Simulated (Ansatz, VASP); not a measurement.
Two plane-wave programs on BC5

The input INCAR:

```
ALGO = Normal ; EDIFF = 1E-6
ENCUT = 520 ; GGA = PE
ISIF = 2 ; ISMEAR = 0
LASPH = T ; LCHARG = F
LREAL = F ; LWAVE = F
NBANDS = 20 ; NELM = 100
PREC = Accurate ; SIGMA = 0.1
```

The input KPOINTS:

```
k-points
0
Gamma
  6 6 4
```

Contents of POSCAR:

```
BC5
1.0
    3.9634845300      0.0000000000      0.0000000000
   -1.9817422700      3.4324782900      0.0000000000
    0.0000000000      0.0000000000      5.5773947500
B C
1 5
Direct
    0.0000000000      0.0000000000      0.0000000000
    0.4315288600      0.0000000000      0.5000000000
    0.0000000000      0.4315288600      0.5000000000
    0.5684711400      0.5684711400      0.5000000000
    0.0000000000      0.0000000000      0.6811463400
    0.0000000000      0.0000000000      0.3188536600
```

Input for Ansatz:

```yaml
crystal:
  lattice:
    - [3.96348453, 0.0, 0.0]
    - [-1.98174227, 3.43247829, 0.0]
    - [0.0, 0.0, 5.57739475]
  atoms:
    - { symbol: B, position: [0.0, 0.0, 0.0] }
    - { symbol: C, position: [0.43152886, 0.0, 0.5] }
    - { symbol: C, position: [0.0, 0.43152886, 0.5] }
    - { symbol: C, position: [0.56847114, 0.56847114, 0.5] }
    - { symbol: C, position: [0.0, 0.0, 0.68114634] }
    - { symbol: C, position: [0.0, 0.0, 0.31885366] }
basis:
  ecutwfc: 420
kpoints:
  mp_grid: { grid: [6, 6, 4] }
hamiltonian:
  xc: pbe
scf:
  occupations: { method: gaussian, width: 0.1 }
  lower_state_search: "off"
output:
  forces: true
  stress: true
  eigenvalues: true
```

Alike in both runs: task single point; functional PBE; k mesh 6 × 6 × 4; occupations gaussian, width 0.1 eV; no spin polarisation.

|  | VASP | Ansatz |
| --- | --- | --- |
| version | VASP 6.6.1 | Ansatz 0.2.0 |
| potentials or method | VASP PAW PBE potentials, release 64 (B, C), cutoff 520 eV | scalar-relativistic, plane waves, PAW |
| valence electrons in the cell | 23 | 23 |

|  | VASP | Ansatz | Ansatz less VASP |
| --- | --- | --- | --- |
| gap on the k mesh at the Fermi level (eV) | none | none | - |
| rms of the force components (eV/Å) | 2.322 | 2.324 | +0.0019 |

Atom by atom the forces differ by 0.004 eV/Å (rms over components). A gap of «none» marks a metal or a gap that the smearing closes.
